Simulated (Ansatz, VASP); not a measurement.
# One calculation of SnSe2, two programs

```
Sn Se
1.0
     4.03479    0.00000    0.00000
    -2.01740    3.49423    0.00000
     0.00000    0.00000    6.31471
Sn Se
1 2
Direct
  0.00000 0.00000 0.00000
  0.33333 0.66667 0.26513
  0.66667 0.33333 0.73487
```

Alike in both runs: task single point; functional PBE; dispersion D3(BJ); k mesh 12 × 12 × 6; occupations gaussian, width 0.03 eV; no spin polarisation.

```csv
,VASP,Ansatz
version,VASP 6.6.1,Ansatz 0.2.0
potentials or method,"VASP PAW PBE potentials, release 64 (Sn_d, Se), cutoff 500 eV","scalar-relativistic, plane waves, PAW"
valence electrons in the cell,26,46
```

Ansatz gave:

```
gap on the k mesh at the Fermi level (eV)                     : 0.19
least direct gap on the mesh (eV)                             : 0.39
pressure (GPa)                                                : -6.9
traceless stress, the component that is largest in VASP (GPa) : -0.07
rms of the force components (eV/Å)                            : 0.422
```

Question: Which values does VASP return?

Answer: gap on the k mesh at the Fermi level (eV): 0.19; least direct gap on the mesh (eV): 0.38; pressure (GPa): -6.9; traceless stress, the component that is largest in VASP (GPa): -0.07; rms of the force components (eV/Å): 0.419.

Atom by atom the forces differ by 0.004 eV/Å (rms over components). VASP's potentials hold 26 valence electrons a cell and Ansatz's 46, so a difference there can come from the potentials and not from the codes.
